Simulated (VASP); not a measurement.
BN: single point with PBE

Crystal: BN.

```
B N
1.0
     0.00000    1.69056    1.69056
     1.69056    0.00000    1.69056
     1.78489    1.78489   -0.09433
B N
1 1
Direct
  0.00000 0.00000 0.00000
  0.75000 0.75000 0.75000
```

```json
{"Program": "VASP 6.6.1", "Task": "single point", "Functional": "PBE", "Potentials or basis": "VASP PAW PBE potentials, release 64 (B, N)", "Cutoff": "600 eV", "k mesh": "12 × 12 × 12", "Occupations": "gaussian, width 0.05 eV", "Spin": "no spin polarisation", "Dipole correction": "no", "Further INCAR settings": "ALGO = Normal; EDIFF = 1e-06; NBANDS = 11"}
```

* Pressure: 64.4 GPa
* Largest force: 0.436 eV/Å
* Band gap on the k mesh: 4.23 eV (least direct gap 6.92 eV)

Forces in eV/Å, atoms in the order of the input:
```
B    0.252  0.252 -0.252
N   -0.252 -0.252  0.252
```

Stress tensor (GPa, compression positive):
```
 64.43 -31.73  31.73
-31.73  64.43  31.73
 31.73  31.73  64.43
```

Levels at points of the mesh, in eV from the valence-band top:
| k point | band 1 | band 2 | band 3 | band 4 | band 5 | band 6 | band 7 | band 8 |
| --- | --- | --- | --- | --- | --- | --- | --- | --- |
| (0.00, 0.00, 0.00) | -21.88 | -0.61 | 0.00 | 0.00 | 6.92 | 10.04 | 10.04 | 13.07 |
| (0.50, 0.00, 0.00) | -16.81 | -11.96 | -2.59 | -2.55 | 9.49 | 11.70 | 11.84 | 16.34 |
| (0.50, 0.50, 0.00) | -15.53 | -9.96 | -6.16 | -5.15 | 4.23 | 9.99 | 18.86 | 19.64 |
| (0.00, 0.00, 0.50) | -17.82 | -12.26 | -1.66 | -1.66 | 11.86 | 11.86 | 13.26 | 16.03 |

It took 8.9 s on 1 thread of Intel(R) Xeon(R) 6975P-C (Granite Rapids), on a shared host, peak memory 0.14 GiB.

Caveat: the cell stands under pressure. A k mesh can miss the band edges.
